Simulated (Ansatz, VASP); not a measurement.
**One calculation of Al3Ge2Ru, two programs**

INCAR

```
ALGO     = Normal         # electronic algorithm
EDIFF    = 1E-7           # SCF threshold, eV
ENCUT    = 520            # plane-wave cutoff, eV
GGA      = PE             # functional
ISIF     = 2              # what is computed and relaxed
ISMEAR   = 0              # smearing method
LASPH    = T              # aspherical terms in the spheres
LCHARG   = F              # write CHGCAR
LREAL    = F              # projectors in reciprocal space
LWAVE    = F              # write WAVECAR
NBANDS   = 34             # bands
NELM     = 60             # most SCF steps
PREC     = Accurate       # precision mode
SIGMA    = 0.1            # smearing width, eV
```

File KPOINTS:

```
k-points
0
Gamma
  6 6 2
```

The input POSCAR:

```
Al3Ge2Ru
1.0
    3.3502120300      0.0000000000      0.0000000000
    0.0000000000      3.3502120300      0.0000000000
    0.0000000000      0.0000000000     10.6084923000
Al Ge Ru
3 2 1
Direct
    0.5000000000      0.5000000000      0.1787200000
    0.5000000000      0.5000000000      0.5000000000
    0.5000000000      0.5000000000      0.8212800000
    0.0000000000      0.0000000000      0.3334420000
    0.0000000000      0.0000000000      0.6665580000
    0.0000000000      0.0000000000      0.0000000000
```

Input for Ansatz:

```yaml
crystal:
  lattice:
    - [3.35021203, 0.0, 0.0]
    - [0.0, 3.35021203, 0.0]
    - [0.0, 0.0, 10.6084923]
  atoms:
    - { symbol: Al, position: [0.5, 0.5, 0.17872] }
    - { symbol: Al, position: [0.5, 0.5, 0.5] }
    - { symbol: Al, position: [0.5, 0.5, 0.82128] }
    - { symbol: Ge, position: [0.0, 0.0, 0.333442] }
    - { symbol: Ge, position: [0.0, 0.0, 0.666558] }
    - { symbol: Ru, position: [0.0, 0.0, 0.0] }
basis:
  ecutwfc: 420
kpoints:
  mp_grid: { grid: [6, 6, 2] }
hamiltonian:
  xc: pbe
scf:
  occupations: { method: gaussian, width: 0.1 }
  lower_state_search: "off"
output:
  forces: true
  stress: true
  eigenvalues: true
```

Change from the starting cell: species swapped into the Pr3MgAl2 type (P4/mmm, No. 123).

Alike in both runs: task single point; functional PBE; k mesh 6 × 6 × 2; occupations gaussian, width 0.1 eV; no spin polarisation.

|  | VASP | Ansatz |
| --- | --- | --- |
| version | VASP 6.6.1 | Ansatz 0.2.0 |
| potentials or method | VASP PAW PBE potentials, release 64 (Al, Ge_d, Ru_pv), cutoff 520 eV | scalar-relativistic, plane waves, PAW |
| valence electrons in the cell | 51 | 53 |

Ansatz gave:

| Item | Value |
| --- | --- |
| gap on the k mesh at the Fermi level (eV) | none |
| pressure (GPa) | -14.0 |
| traceless stress, the component that is largest in VASP (GPa) | -3.50 |
| rms of the force components (eV/Å) | 0.637 |

Question: What did VASP give for the same quantities?

Answer: gap on the k mesh at the Fermi level (eV): none; pressure (GPa): -14.0; traceless stress, the component that is largest in VASP (GPa): -3.51; rms of the force components (eV/Å): 0.636.

Atom by atom the forces differ by 0.001 eV/Å (rms over components). A gap of «none» marks a metal or a gap that the smearing closes. With one functional, cell and mesh, what is left measures potentials, basis and numerics. VASP's potentials hold 51 valence electrons a cell and Ansatz's 53, so a difference there can come from the potentials and not from the codes.
